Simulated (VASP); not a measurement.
Input of a VASP 6.6.1 run:

INCAR

```
SYSTEM = BN
PREC = Accurate ; ENCUT = 520
EDIFF = 1E-7 ; ISMEAR = 0
SIGMA = 0.02 ; LREAL = .False.
LASPH = .True. ; NELM = 60
ALGO = Normal ; ISIF = 2
LWAVE = .False. ; LCHARG = .False.
GGA = PS ; NBANDS = 16
```

The input KPOINTS:

```
Automatic mesh
0
Gamma
  9 9 6
  0 0 0
```

Contents of POSCAR:

```
BN
1.0
    2.5024521521      0.0000000000      0.0000000000
   -1.2512260760      2.1671871355      0.0000000000
    0.0000000000      0.0000000000      4.2404782112
B N
2 2
Direct
    0.3333333333      0.6666666667      0.0000524515
    0.6666666667      0.3333333333      0.5000524515
    0.3333333333      0.6666666667      0.3739475485
    0.6666666667      0.3333333333      0.8739475485
```

Potentials or basis: VASP PAW PBE potentials, release 64 (B, N).

Launch:

```bash
$ cat potpaw_PBE.64/B/POTCAR potpaw_PBE.64/N/POTCAR > POTCAR
$ mpirun -np 1 vasp_std > vasp.out
```

Task: What does it give for the pressure?

Result: 9.6 GPa.

Task: Estimate the largest force.

Result: 0.012 eV/Å.

Stress tensor (GPa, compression positive):
```
17.81  0.00  0.00
 0.00 17.81  0.00
 0.00  0.00 -6.89
```

Caveat: the cell differs from its parent crystal (strained cell); the cell stands under pressure; the PAW data sets were made with another functional, which shifts forces and pressure a little.
